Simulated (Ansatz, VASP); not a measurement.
**One calculation of Sc, two programs**

INCAR

```
PREC = Accurate
ENCUT = 520
EDIFF = 1E-6
ISMEAR = 0
SIGMA = 0.01
LREAL = F
LASPH = T
NELM = 80
ALGO = Normal
ISIF = 2
LWAVE = F
LCHARG = F
GGA = PE
NBANDS = 18
```

KPOINTS

```
Automatic mesh
0
Gamma
  11 11 6
```

POSCAR

```
Sc
1.0
    3.3193628924      0.0000000000      0.0000000000
   -1.6596814462      2.8746525892      0.0000000000
    0.0000000000      0.0000000000      5.1842605006
Sc
2
Direct
    0.3333333333      0.6666666667      0.2500000000
    0.6666666667      0.3333333333      0.7500000000
```

Input for Ansatz:

```yaml
crystal:
  lattice:
    - [3.3193628924, 0.0, 0.0]
    - [-1.6596814462, 2.8746525892, 0.0]
    - [0.0, 0.0, 5.1842605006]
  atoms:
    - { symbol: Sc, position: [0.3333333333, 0.6666666667, 0.25] }
    - { symbol: Sc, position: [0.6666666667, 0.3333333333, 0.75] }
hamiltonian:
  xc: pbe
  pseudopotentials:
    kind: paw
    azcp:
      Sc: "pseudopotentials/Sc.paw.azcp"
basis:
  ecutwfc: 420
  fft_grid_basis: typed
kpoints:
  mp_grid: { grid: [11, 11, 6], shift: [0, 0, 0] }
magnetization:
  spin_polarized: false
scf:
  occupations: { method: gaussian, width: 0.01 }
  lower_state_search: "off"
output:
  stress: true
  write_density: true
  write_potential: true
  elf: true
  volumetric_format: npy
```

Alike in both runs: task single point; functional PBE; k mesh 11 × 11 × 6; occupations gaussian, width 0.01 eV; no spin polarisation.

|  | VASP | Ansatz |
| --- | --- | --- |
| version | VASP 6.6.1 | Ansatz 0.2.0 |
| potentials or method | VASP PAW PBE potentials, release 64 (Sc_sv), cutoff 520 eV | plane waves (420 eV) with PAW, scalar-relativistic |
| valence electrons in the cell | 22 | 22 |

```csv
,VASP,Ansatz,Ansatz less VASP
pressure (GPa),-0.3,-0.3,-0.02
"traceless stress, the component that is largest in VASP (GPa)",-0.23,-0.23,-0.007
```

The functional is the same, so the differences come from potentials, cutoffs and numerics.
